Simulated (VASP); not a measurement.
The system is Mg3Re.

```xyz
4
Lattice="4.0961 0.0000 0.0000 0.0000 4.0961 0.0000 0.0000 0.0000 4.0961" Properties=species:S:1:pos:R:3 pbc="T T T"
Mg    0.0000    2.0480    2.0480
Mg    2.0480    0.0000    2.0480
Mg    2.0480    2.0480    0.0000
Re    0.0000    0.0000    0.0000
```

| Quantity | Value |
| --- | --- |
| Program | VASP 6.6.1 |
| Task | relaxation of cell and atoms |
| Functional | PBE |
| Potentials or basis | VASP PAW PBE potentials, release 64 (Mg, Re) |
| Cutoff | 600 eV |
| k mesh | 12 × 12 × 12 |
| Occupations | gaussian, width 0.1 eV |
| Spin | no spin polarisation |

At the start: pressure 3.1 GPa; volume 17.18 Å³/atom.

Q: How do energy, volume and symmetry change on relaxing?

A: Over 3 steps the energy falls by 5.6 meV/atom and the volume is 17.78 Å³/atom (+3.5 %); space group Pm-3m (No. 221, to 0.1 Å) before and after.

The path:
| step | energy change (eV) | largest force (eV/Å) | pressure (GPa) | volume (Å³) |
| --- | --- | --- | --- | --- |
| 1 | 0.0000 | 0.0000 | 3.10 | 68.72 |
| 2 | -0.0193 | 0.0000 | -1.08 | 72.08 |
| 3 | -0.0225 | 0.0000 | 0.01 | 71.12 |

Final structure:
```cif
data_structure
_symmetry_space_group_name_H-M 'P 1'
_symmetry_Int_Tables_number 1
_cell_length_a 4.1432
_cell_length_b 4.1432
_cell_length_c 4.1432
_cell_angle_alpha 90.000
_cell_angle_beta 90.000
_cell_angle_gamma 90.000
_cell_volume 71.12
loop_
_atom_site_label
_atom_site_type_symbol
_atom_site_fract_x
_atom_site_fract_y
_atom_site_fract_z
_atom_site_occupancy
Mg1 Mg 0.00000 0.50000 0.50000 1
Mg2 Mg 0.50000 0.00000 0.50000 1
Mg3 Mg 0.50000 0.50000 0.00000 1
Re1 Re 0.00000 0.00000 0.00000 1
```
